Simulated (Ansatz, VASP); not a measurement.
One calculation of Ga6Si, two programs

```
Ga Si
1.0
     5.04533    0.00000    0.00000
     0.00000    5.04533    0.00000
     0.00000    0.00000    5.04533
Ga Si
6 1
Direct
  0.50000 0.50000 0.20000
  0.50000 0.50000 0.80000
  0.20000 0.50000 0.50000
  0.80000 0.50000 0.50000
  0.50000 0.20000 0.50000
  0.50000 0.80000 0.50000
  0.00000 0.00000 0.00000
```

Change from the starting cell: species swapped into the CaB6 type (Pm-3m, No. 221).

Alike in both runs: task relaxation of cell and atoms; functional PBE; k mesh 4 × 4 × 4; occupations gaussian, width 0.1 eV; no spin polarisation.

|  | VASP | Ansatz |
| --- | --- | --- |
| version | VASP 6.6.1 | Ansatz 0.2.0 |
| potentials or method | VASP PAW PBE potentials, release 64 (Ga_d, Si), cutoff 600 eV | scalar-relativistic, plane waves, PAW |
| valence electrons in the cell | 82 | 82 |

|  | VASP | Ansatz | Ansatz less VASP |
| --- | --- | --- | --- |
| gap on the k mesh at the Fermi level, each at its own relaxed structure (eV) | none | none | - |
| relaxed volume (Å³/atom) | 31.02 | 31.15 | +0.130 |
| relaxed length of the cell vector where the two differ most in proportion (Å) | 6.011 | 6.019 | +0.0084 |

A gap of «none» marks a metal or a gap that the smearing closes.

Noted on VASP's run: the volume moved by over 15 % at a fixed basis, so the end points are rough.
